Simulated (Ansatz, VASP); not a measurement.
**Two plane-wave programs on Al2O3**

INCAR

```
SYSTEM = Al2O3
ALGO = Normal ; EDIFF = 1E-6
ENCUT = 520 ; GGA = PE
ISIF = 2 ; ISMEAR = 0
LASPH = .TRUE. ; LCHARG = .FALSE.
LREAL = .FALSE. ; LWAVE = .FALSE.
NBANDS = 35 ; NELM = 100
PREC = Accurate ; SIGMA = 0.01
```

Contents of KPOINTS:

```
k-points
0
G
  6 6 6
  0 0 0
```

The input POSCAR:

```
Al2O3
1.0
    2.3800666322      1.3741321108      4.3303085371
   -2.3800666322      1.3741321108      4.3303085371
    0.0000000000     -2.7482642216      4.3303085371
Al O
4 6
Direct
    0.3521453521      0.3521453521      0.3521453521
    0.1478546479      0.1478546479      0.1478546479
    0.6478546479      0.6478546479      0.6478546479
    0.8521453521      0.8521453521      0.8521453521
    0.5561715153      0.9438284847      0.2500000000
    0.2500000000      0.5561715153      0.9438284847
    0.9438284847      0.2500000000      0.5561715153
    0.4438284847      0.0561715153      0.7500000000
    0.7500000000      0.4438284847      0.0561715153
    0.0561715153      0.7500000000      0.4438284847
```

Input for Ansatz:

```yaml
crystal:
  lattice:
    - [2.3800666322, 1.3741321108, 4.3303085371]
    - [-2.3800666322, 1.3741321108, 4.3303085371]
    - [0.0, -2.7482642216, 4.3303085371]
  atoms:
    - { symbol: Al, position: [0.3521453521, 0.3521453521, 0.3521453521] }
    - { symbol: Al, position: [0.1478546479, 0.1478546479, 0.1478546479] }
    - { symbol: Al, position: [0.6478546479, 0.6478546479, 0.6478546479] }
    - { symbol: Al, position: [0.8521453521, 0.8521453521, 0.8521453521] }
    - { symbol: O, position: [0.5561715153, 0.9438284847, 0.25] }
    - { symbol: O, position: [0.25, 0.5561715153, 0.9438284847] }
    - { symbol: O, position: [0.9438284847, 0.25, 0.5561715153] }
    - { symbol: O, position: [0.4438284847, 0.0561715153, 0.75] }
    - { symbol: O, position: [0.75, 0.4438284847, 0.0561715153] }
    - { symbol: O, position: [0.0561715153, 0.75, 0.4438284847] }
kpoints:
  mp_grid: { grid: [6, 6, 6] }
hamiltonian:
  xc: pbe
scf:
  occupations: { method: fixed }
  n_extra_bands: 6
output:
  forces: true
  stress: true
  eigenvalues: true
```

Alike in both runs: task single point; functional PBE; k mesh 6 × 6 × 6; no spin polarisation.

|  | VASP | Ansatz |
| --- | --- | --- |
| version | VASP 6.6.1 | Ansatz 0.2.0 |
| potentials or method | VASP PAW PBE potentials, release 64 (Al, O) | plane waves, PAW |
| plane-wave cutoff (eV) | 520 | 420 |
| occupations | gaussian, width 0.01 eV | fixed |
| valence electrons in the cell | 48 | 48 |

VASP gave:

| Quantity | Value |
| --- | --- |
| gap on the k mesh at the Fermi level (eV) | 6.23 |
| pressure (GPa) | 7.4 |
| traceless stress, the component that is largest in VASP (GPa) | -0.39 |
| rms of the force components (eV/Å) | 0.015 |

Task: Estimate Ansatz's values.

Result: gap on the k mesh at the Fermi level (eV): 6.23; pressure (GPa): 7.5; traceless stress, the component that is largest in VASP (GPa): -0.36; rms of the force components (eV/Å): 0.015.

Atom by atom the forces differ by 0.001 eV/Å (rms over components).
